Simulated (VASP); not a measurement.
Wanted: the native input for a VASP 6.6.1 run.

* Task: single point
* Functional: PBEsol
* Dispersion: D3(BJ)
* Potentials or basis: VASP PAW PBE potentials, release 64 (Al)
* Cutoff: 520 eV
* k mesh: 18 × 18 × 10
* Occupations: gaussian, width 0.15 eV
* Spin: no spin polarisation
* Dipole correction: no
* Further INCAR settings: ALGO = Fast; EDIFF = 1e-06; NBANDS = 10

The structure of Al lies in POSCAR:

```
Al
1.0
    2.7983930747      0.0000000000      0.0000000000
   -1.3991965373      2.4478360703      0.0000000000
    0.0000000000      0.0000000000      4.8668500000
Al
2
Direct
    0.6666666667      0.3333333333      0.7500000000
    0.3333333333      0.6666666667      0.2500000000
```

This isn't the form of Al at room conditions, which is fcc.

This cell differs from its parent crystal: strain -0.0050 x Voigt [1, -1, 0, 0, 0, 0].

These files were run (other wordings do the same):

INCAR

```
SYSTEM = Al
ALGO = Fast
EDIFF = 1E-6
ENCUT = 520
GGA = PS
ISIF = 2
ISMEAR = 0
IVDW = 12
LASPH = .True.
LCHARG = .False.
LREAL = .False.
LWAVE = .False.
NBANDS = 10
NELM = 100
PREC = Accurate
SIGMA = 0.15
```

KPOINTS

```
k-points
0
Gamma
  18 18 10
  0 0 0
```

Potentials or basis: VASP PAW PBE potentials, release 64 (Al).

Command:

```sh
$ cat potpaw_PBE.64/Al/POTCAR > POTCAR
$ mpirun -np 1 vasp_std > vasp.out
```

Results of the run:

The pressure is -4.4 GPa, the band gap on the k mesh is zero (bands 3 and 4 overlap by 6.85 eV) and the dispersion energy per atom is -0.314 eV.

Caveat: the cell differs from its parent crystal (strain -0.0050 x Voigt [1, -1, 0, 0, 0, 0]); the cell stands under tension; the PAW data sets were made with another functional, which shifts forces and pressure a little.

Wall time 120 s on 1 thread of Intel(R) Xeon(R) Platinum 8259CL CPU @ 2.50GHz (Skylake/Cascade Lake), on a shared host, peak memory 0.27 GiB.
